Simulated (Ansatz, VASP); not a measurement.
**Cu3Pd in VASP and in Ansatz**

```
CELL_PARAMETERS angstrom
3.77094 0.00000 0.00000
0.00000 3.77094 0.00000
0.00000 0.00000 3.65900
ATOMIC_POSITIONS crystal
Cu 0.00000 0.50000 0.50000
Cu 0.50000 0.00000 0.50000
Cu 0.50000 0.50000 0.00000
Pd 0.00000 0.00000 0.00000
```

Change from the starting cell: equal xx and yy strain of +2 %.

Alike in both runs: task single point; functional PBEsol; k mesh 11 × 11 × 11; occupations fermi-dirac, width 0.05 eV; no spin polarisation.

|  | VASP | Ansatz |
| --- | --- | --- |
| version | VASP 6.6.1 | Ansatz 0.2.0 |
| potentials or method | VASP PAW PBE potentials, release 64 (Cu, Pd), cutoff 520 eV | all-electron LAPW, scalar-relativistic |

Ansatz gave:

```
pressure (GPa)                                                : -9.6
traceless stress, the component that is largest in VASP (GPa) : 0.91
```

**Question.** Which values does VASP return?

**Answer.** Pressure (GPa): -9.1; traceless stress, the component that is largest in VASP (GPa): 0.89.

VASP's potentials were made for PBE, not for PBEsol. Ansatz ran all-electron here, and VASP with PAW potentials.
